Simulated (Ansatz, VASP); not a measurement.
**Ag in VASP and in Ansatz**

Contents of INCAR:

```
  ALGO = Normal
  EDIFF = 1E-7
  EDIFFG = -0.04
  ENCUT = 600
  GGA = PE
  IBRION = 2
  ISIF = 3
  ISMEAR = 0
  LASPH = T
  LCHARG = F
  LREAL = F
  LWAVE = F
  NELM = 100
  NSW = 90
  PREC = Accurate
  SIGMA = 0.1
```

Contents of KPOINTS:

```
k-points
0
Gamma
  6 6 6
```

POSCAR

```
Ag
1.0
    1.7811574777      1.0283517492      3.3029429939
   -1.7811574777      1.0283517492      3.3029429939
    0.0000000000     -2.0567034984      3.3029429939
Ag
2
Direct
    0.2275400000      0.2275400000      0.2275400000
    0.7724600000      0.7724600000      0.7724600000
```

Input for Ansatz:

```yaml
crystal:
  lattice:
    - [1.7811574777, 1.0283517492, 3.3029429939]
    - [-1.7811574777, 1.0283517492, 3.3029429939]
    - [0.0, -2.0567034984, 3.3029429939]
  atoms:
    - { symbol: Ag, position: [0.22754, 0.22754, 0.22754] }
    - { symbol: Ag, position: [0.77246, 0.77246, 0.77246] }
basis:
  ecutwfc: 420
kpoints:
  mp_grid: { grid: [6, 6, 6] }
hamiltonian:
  xc: pbe
scf:
  occupations: { method: gaussian, width: 0.1 }
  lower_state_search: "off"
output:
  forces: true
  stress: true
  eigenvalues: true
relax:
  adjacent_minimum: "off"
  f_tol: 0.04
  max_steps: 70
  cell: { stress_tol: 0.4 }
```

Alike in both runs: task relaxation of cell and atoms; functional PBE; k mesh 6 × 6 × 6; occupations gaussian, width 0.1 eV; no spin polarisation.

|  | VASP | Ansatz |
| --- | --- | --- |
| version | VASP 6.6.1 | Ansatz 0.2.0 |
| potentials or method | VASP PAW PBE potentials, release 64 (Ag), cutoff 600 eV | scalar-relativistic, plane waves, PAW |
| valence electrons in the cell | 22 | 38 |

|  | VASP | Ansatz | Ansatz less VASP |
| --- | --- | --- | --- |
| gap on the k mesh at the Fermi level, each at its own relaxed structure (eV) | none | none | - |
| relaxed volume (Å³/atom) | 17.94 | 17.96 | +0.020 |
| relaxed length of the cell vector where the two differ most in proportion (Å) | 4.996 | 5.010 | +0.0145 |

A gap of «none» marks a metal or a gap that the smearing closes. VASP's potentials hold 22 valence electrons a cell and Ansatz's 38, so a difference there can come from the potentials and not from the codes.
